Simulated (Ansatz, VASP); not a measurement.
Two plane-wave programs on SiC

```
Si C
1.0
     0.00000    2.16448    2.16448
     2.16448    0.00000    2.16448
     2.16448    2.16448    0.00000
Si C
1 1
Direct
  0.00000 0.00000 0.00000
  0.25000 0.25000 0.25000
```

Alike in both runs: functional LDA; k mesh 10 × 10 × 10; occupations gaussian, width 0.02 eV; no spin polarisation.

Ansatz relaxed the structure, and its values are those at the end. VASP's run is a single point on that final structure, the one shown.

|  | VASP | Ansatz |
| --- | --- | --- |
| version | VASP 6.6.1 | Ansatz 0.2.0 |
| potentials or method | VASP PAW LDA potentials, release 64 (Si, C), cutoff 600 eV | scalar-relativistic, plane waves, PAW |
| valence electrons in the cell | 8 | 8 |

```csv
,VASP,Ansatz,Ansatz less VASP
gap on the k mesh at the Fermi level (eV),1.29,1.30,+0.013
least direct gap on the mesh (eV),4.52,4.53,+0.012
pressure (GPa),0.3,0.0,-0.26
```

LDA's correlation is that of Perdew and Zunger in VASP and of Perdew and Wang (1992) in Ansatz.
